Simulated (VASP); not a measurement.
## KSrCl3: single point with r2SCAN

KSrCl3:

```
K Sr Cl
1.0
     5.57926    0.00000    0.00000
     0.00000    5.57926    0.00000
     0.00000    0.00000    5.57926
K Sr Cl
1 1 3
Cartesian
  0.0000 0.0000 0.0000
  2.7896 2.7896 2.7896
  2.7896 2.7896 0.0000
  2.7896 0.0000 2.7896
  0.0000 2.7896 2.7896
```

This cell differs from its parent crystal: volume changed by -3%.

```
Program                : VASP 6.6.1
Task                   : single point
Functional             : r2SCAN
Potentials or basis    : VASP PAW PBE potentials, release 64 (K_sv, Sr_sv, Cl)
Cutoff                 : 520 eV
k mesh                 : 4 × 4 × 4
Occupations            : gaussian, width 0.01 eV
Spin                   : no spin polarisation
Dipole correction      : no
Further INCAR settings : ALGO = Normal; EDIFF = 1e-07; NBANDS = 28
```

```
Pressure               : 0.8 GPa
Band gap on the k mesh : 5.25 eV, indirect (least direct gap 5.45 eV)
```

Levels at points of the mesh, in eV from the valence-band top:
```csv
k point,band 18,band 19,band 20,band 21,band 22,band 23
"(0.00, 0.00, 0.00)",-0.20,-0.20,-0.20,5.25,6.71,6.71
"(0.50, 0.00, 0.00)",-0.55,-0.28,-0.28,6.90,6.95,7.16
"(0.50, 0.50, 0.00)",-0.68,-0.63,-0.01,7.71,8.09,8.09
"(0.50, 0.50, 0.50)",0.00,0.00,0.00,6.90,8.10,8.10
```

Run time: 3.7 min on 1 thread of Intel(R) Xeon(R) Platinum 8375C CPU @ 2.90GHz (Ice Lake), on a shared host, peak memory 0.31 GiB.

Caveat: the PAW data sets were made with another functional, which shifts forces and pressure a little. A k mesh can miss the band edges.
